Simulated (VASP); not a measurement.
# O in VASP: notebook

O is run at these levels: PBEsol; tasks: single point.

All numbers are computed with VASP 6.6.1; they aren't measurements. Logs are shortened: lines on timing, memory, paths and dates and some standing lists are left out, and cuts for length are marked.

**1. The cell of the first run**

The structure is monoclinic, space group C2/m (No. 12). Conventional cell: a = 5.778 Å, b = 3.369 Å, c = 4.420 Å, α = 90.00°, β = 123.29°, γ = 90.00°. Within 1.7 Å of O (site symmetry m) lie 1 O at 1.24 Å.

**2. Single point, PBEsol (17.98 Å³/atom)**

Input file INCAR:

```
SYSTEM = O
PREC = Accurate
ENCUT = 520
EDIFF = 1E-6
ISMEAR = -1
SIGMA = 0.05
LREAL = .False.
LASPH = .True.
NELM = 100
ALGO = Normal
ISIF = 2
LWAVE = .False.
LCHARG = .True.
GGA = PS
LELF = .True.
LVHAR = .True.
NBANDS = 13
```

Input file KPOINTS:

```
Automatic mesh
0
Gamma
  10 10 7
  0 0 0
```

Input file POSCAR:

```
O
1.0
    2.8889256149     -1.6842923427      0.0000000000
    2.8889256149      1.6842923427      0.0000000000
   -2.4260014827      0.0000000000      3.6950431885
O
2
Direct
    0.9745461700      0.9745461700      0.8444259800
    0.0254538300      0.0254538300      0.1555740200
```

Potentials or basis: VASP PAW PBE potentials, release 64 (O).

Started as:

```sh
$ cat potpaw_PBE.64/O/POTCAR > POTCAR
$ mpirun -np 1 vasp_std > vasp.out
```

OUTCAR:

```text
SYSTEM = O
   PREC = Accurate
   ENCUT = 520
   EDIFF = 1E-6
   ISMEAR = -1
   LREAL = .False.
   LASPH = .True.
   NELM = 100
   ISIF = 2
   GGA = PS

 ion  position               nearest neighbor table
   1  0.975  0.975  0.844-   2 1.24
   2  0.025  0.025  0.156-   1 1.24

  LATTYP: Found a base centered monoclinic cell.
 ALAT       =     5.7778512298
 B/A-ratio  =     0.5830168607
 C/A-ratio  =     0.7650377976
 COS(beta)  =    -0.5488350190

  Lattice vectors:

 A1 = (   2.8889256149,  -1.6842923427,   0.0000000000)
 A2 = (   2.8889256149,   1.6842923427,   0.0000000000)
 A3 = (  -2.4260014827,   0.0000000000,   3.6950431885)

Analysis of symmetry for initial positions (statically):
=====================================================================
 Subroutine PRICEL returns:
 Original cell was already a primitive cell.

 Routine SETGRP: Setting up the symmetry group for a
 base centered monoclinic supercell.

 Subroutine GETGRP returns: Found  4 space group operations
 (whereof  4 operations were pure point group operations)
 out of a pool of  4 trial point group operations.

The static configuration has the point symmetry C_2h.

Analysis of symmetry for dynamics (positions and initial velocities):
=====================================================================
 Subroutine PRICEL returns:
 Original cell was already a primitive cell.

 Routine SETGRP: Setting up the symmetry group for a
 base centered monoclinic supercell.

 Subroutine GETGRP returns: Found  4 space group operations
 (whereof  4 operations were pure point group operations)
 out of a pool of  4 trial point group operations.

The dynamic configuration has the point symmetry C_2h.

 Subroutine INISYM returns: Found  4 space group operations
 (whereof  4 operations are pure point group operations),
 and found     1 'primitive' translations

----------------------------------------------------------------------------------------

                                     Primitive cell

  volume of cell :      35.9586

  direct lattice vectors                    reciprocal lattice vectors
     2.888925615 -1.684292343  0.000000000     0.173074723 -0.296860579  0.113633187
     2.888925615  1.684292343  0.000000000     0.173074723  0.296860579  0.113633187
    -2.426001483  0.000000000  3.695043189     0.000000000  0.000000000  0.270632831

  length of vectors
     3.344059196  3.344059196  4.420274580     0.361930331  0.361930331  0.270632831

  position of ions in fractional coordinates (direct lattice)
     0.974546170  0.974546170  0.844425980
     0.025453830  0.025453830  0.155574020

  ion indices of the primitive-cell ions
   primitive index   ion index
                 1           1
                 2           2

----------------------------------------------------------------------------------------

 KPOINTS: Automatic mesh

Automatic generation of k-mesh.
 Grid dimensions read from file:
 generate k-points for:   10   10    7

 Generating k-lattice:

  Cartesian coordinates                     Fractional coordinates (reciprocal lattice)
     0.017307472 -0.029686058  0.011363319     0.100000000  0.000000000  0.000000000
     0.017307472  0.029686058  0.011363319     0.000000000  0.100000000  0.000000000
     0.000000000  0.000000000  0.038661833     0.000000000  0.000000000  0.142857143

  Length of vectors
     0.036193033  0.036193033  0.038661833

  Shift w.r.t. Gamma in fractional coordinates (k-lattice)
     0.000000000  0.000000000  0.000000000

 Subroutine IBZKPT returns following result:
 ===========================================

 Found    196 irreducible k-points:

 Following reciprocal coordinates:
            Coordinates               Weight
  0.000000  0.000000  0.000000      1.000000
  0.100000  0.000000  0.000000      4.000000
  0.200000  0.000000  0.000000      4.000000
  0.300000  0.000000  0.000000      4.000000
  0.400000  0.000000  0.000000      4.000000
  0.500000  0.000000  0.000000      2.000000
[... 16 lines left out ...]
  0.300000  0.300000  0.000000      2.000000
  0.400000  0.300000  0.000000      4.000000
 [... further k-points ...]
   k-points           NKPTS =    196   k-points in BZ     NKDIM =    196   number of bands    NBANDS=     13
   number of dos      NEDOS =    301   number of ions     NIONS =      2
   total plane-waves  NPLWV =  28224
   dimension x,y,z NGX =    28 NGY =   28 NGZ =   36
   dimension x,y,z NGXF=    56 NGYF=   56 NGZF=   72
   ions per type =               2
   NGX,Y,Z   is equivalent  to a cutoff of  13.92, 13.92, 13.54 a.u.
   NGXF,Y,Z  is equivalent  to a cutoff of  27.84, 27.84, 27.08 a.u.
 SYSTEM =  O
   PREC   = accura    normal or accurate (medium, high low for compatibility)
   ISTART =      0    job   : 0-new  1-cont  2-samecut
   ICHARG =      2    charge: 1-file 2-atom 10-const
   ISPIN  =      1    spin polarized calculation?
   LNONCOLLINEAR =      F non collinear calculations
   LSORBIT =      F    spin-orbit coupling
   LASPH  =      T    aspherical Exc in radial PAW
   ENCUT  =  520.0 eV  38.22 Ry    6.18 a.u.   6.22  6.22  8.22*2*pi/ulx,y,z
   NELM   =    100;   NELMIN=  2; NELMDL= -5     # of ELM steps
   EDIFF  = 0.1E-05   stopping-criterion for ELM
   LREAL  =      F    real-space projection
   EDIFFG = 0.1E-04   stopping-criterion for IOM
   NSW    =      0    number of steps for IOM
   IBRION =     -1    ionic relax: 0-MD 1-quasi-New 2-CG
   NFREE  =      0    steps in history (QN), initial steepest desc. (CG)
   ISIF   =      2    stress and relaxation
   ISYM   =      2    0-nonsym 1-usesym 2-fastsym
   POTIM  = 0.5000    time-step for ionic-motion
   TEBEG  =    0.0;   TEEND  =   0.0 temperature during run
   PSTRESS=    0.0 pullay stress
   NELECT =      12.0000    total number of electrons
   NUPDOWN=      -1.0000    fix difference up-down
   EMIN   =  10.00;   EMAX   =-10.00  energy-range for DOS
   EFERMI =   0.00;   METHOD = LEGACY
   ISMEAR =    -1;   SIGMA  =   0.05  broadening in eV -4-tet -1-fermi 0-gaus
   EFERMI_NEDOS =   21; number of points for ismear=-14 and -15
   IALGO  =     38    algorithm
   IMIX   =      4    mixing-type and parameters
     AMIX     =   0.40;   BMIX     =  1.00
     AMIX_MAG =   1.60;   BMIX_MAG =  1.00
  volume/ion in A,a.u.               =      17.98       121.33
  Fermi-wavevector in a.u.,A,eV,Ry     =   1.135536  2.145851 17.543915  1.289441
  Thomas-Fermi vector in A             =   2.272240
   LORBIT       =      0    0 simple, 1 ext, 2 COOP (PROOUT), +10 PAW based schemes
   GGA     = PS    functional components
   LHFCALC =     F    Hartree Fock is set to
   AEXX    =    0.0000 exact exchange contribution
   IVDW    =     0    specifies the selected vdW correction
   LEPSILON=     F    determine dielectric tensor
   LRPA    =     F    only Hartree local field effects (RPA)
 non-spin polarized calculation
  energy-cutoff  :      520.00
  volume of cell :       35.96
 maximum number of plane-waves:       981
 NGX is ok and might be reduce to    28
   NGX = 13   NGY = 13   NGZ = 17

 number of electron      12.0000002 magnetization

 Free energy of the ion-electron system (eV)
  ---------------------------------------------------
  ext. energy  EPLUGINS =         0.00000000
  ---------------------------------------------------
  free energy    TOTEN  =        -9.47896235 eV

  energy without entropy =       -9.42246393  energy(sigma->0) =       -9.45071314

 E-fermi :  -2.1120     XC(G=0):  -7.3529

 val. band max:       -2.1122585547   @ k =   0.4000   0.3000   0.0000
 cond. band min:      -2.1103392825   @ k =  -0.1000  -0.3000   0.1429
 fundamental gap:      0.0019192721
 Fermi energy:        -2.1120342306

 k-point     1 :       0.0000    0.0000    0.0000
  band No.  band energies     occupation
      1     -28.1259      2.00000
      2     -15.8009      2.00000
      3      -9.7017      2.00000
      4      -8.1665      2.00000
      5      -8.1324      2.00000
      6      -2.2006      1.70940
      7      -1.9411      0.06348
      8       4.5144      0.00000
      9       7.8278      0.00000
     10      11.9850      0.00000
     11      13.1168      0.00000
     12      15.7841      0.00000
     13      16.7693      0.00000

 k-point     2 :       0.1000    0.0000    0.0000
  band No.  band energies     occupation
      1     -28.1164      2.00000
      2     -15.8039      2.00000
      3      -9.6834      2.00000
      4      -8.2388      2.00000
      5      -8.1535      2.00000
      6      -2.1871      1.63538
      7      -1.9763      0.12415
      8       4.7262      0.00000
      9       7.8164      0.00000
     10      11.7127      0.00000
     11      13.5464      0.00000
     12      14.9702      0.00000
     13      16.4783      0.00000

 k-point     3 :       0.2000    0.0000    0.0000
  band No.  band energies     occupation
      1     -28.0911      2.00000
      2     -15.8116      2.00000
      3      -9.6299      2.00000
      4      -8.4464      2.00000
      5      -8.1910      2.00000
      6      -2.1745      1.55409
      7      -2.0454      0.41727
      8       5.3170      0.00000
      9       7.7903      0.00000
     10      11.4449      0.00000
     11      13.0096      0.00000
     12      14.8891      0.00000
     13      15.4712      0.00000
[... 305 lines left out ...]
 k-point    23 :       0.3000    0.3000    0.0000
  band No.  band energies     occupation
      1     -28.0454      2.00000
      2     -15.9336      2.00000
      3      -9.4760      2.00000
      4      -8.5965      2.00000
      5      -8.3786      2.00000
      6      -2.1132      1.01152
      7      -1.8312      0.00725
      8       6.3841      0.00000
      9       7.7782      0.00000
     10       9.4585      0.00000
     11      12.0504      0.00000
     12      13.6534      0.00000
     13      15.6713      0.00000

 k-point    24 :       0.4000    0.3000    0.0000
  band No.  band energies     occupation
      1     -28.0262      2.00000
      2     -15.9501      2.00000
      3      -9.3800      2.00000
      4      -8.7445      2.00000
      5      -8.4458      2.00000
      6      -2.1123      1.00224
      7      -1.8481      0.01015
      8       6.8601      0.00000
      9       7.9251      0.00000
     10       9.4873      0.00000
     11      11.1526      0.00000
     12      13.1498      0.00000
     13      15.6206      0.00000

 [... further k-points ...]

------------------------ aborting loop because EDIFF is reached ----------------------------------------

  FORCE on cell =-STRESS in cart. coord.  units (eV):
  Direction    XX          YY          ZZ          XY          YZ          ZX
  --------------------------------------------------------------------------------------
  -------------------------------------------------------------------------------------
  Total       -0.2682957     -0.7985708     -1.3939153      0.0000000      0.0000000      0.4717025
  in kB      -11.9542133    -35.5812046    -62.1074381      0.0000000      0.0000000     21.0172274
  external PRESSURE =     -36.5476187 kB  Pullay stress =       0.0000000 kB

 VOLUME and BASIS-vectors are now :
 -----------------------------------------------------------------------------
  energy-cutoff  :      520.00
  volume of cell :       35.96
      direct lattice vectors                 reciprocal lattice vectors
     2.888925615 -1.684292343  0.000000000     0.173074723 -0.296860579  0.113633187
     2.888925615  1.684292343  0.000000000     0.173074723  0.296860579  0.113633187
    -2.426001483  0.000000000  3.695043189     0.000000000  0.000000000  0.270632831

 POSITION                                       TOTAL-FORCE (eV/Angst)
 -----------------------------------------------------------------------------------
      3.58220      0.00000      3.12019        -0.414710      0.000000      0.648897
     -0.23035      0.00000      0.57485         0.414710      0.000000     -0.648897
 -----------------------------------------------------------------------------------
    total drift:                                0.000000      0.000000      0.000000

  FREE ENERGIE OF THE ION-ELECTRON SYSTEM (eV)
  ---------------------------------------------------
  free  energy   TOTEN  =        -9.4789623517 eV

  energy  without entropy=       -9.4224639285  energy(sigma->0) =       -9.45071314
```

Wall time 66 s (1 thread of Intel Xeon Platinum 8375C at 2.90GHz (Ice Lake), shared host); peak memory 0.21 GiB.

What came out:

- Free energy: -9.4790 eV
- Pressure: -3.7 GPa
- Largest force: 0.770 eV/Å
- Band gap on the k mesh: zero (bands 6 and 7 overlap by 0.25 eV)

Forces in eV/Å, atoms in the order of the input:
```
O   -0.415  0.000  0.649
O    0.415  0.000 -0.649
```

Stress tensor (GPa, compression positive):
```
-1.20  0.00  2.10
 0.00 -3.56  0.00
 2.10  0.00 -6.21
```

Caveat: the standard files for N, O and F lose accuracy on very short bonds; spin is off for a triplet molecule; the stress differs along the axes, from -6 to -1 GPa; this functional lacks dispersion, which holds the molecules together, so the pressure and a relaxed volume are unreliable; the PAW data sets were made with another functional, which shifts forces and pressure a little.

(Part 1 of 2 ends here.)
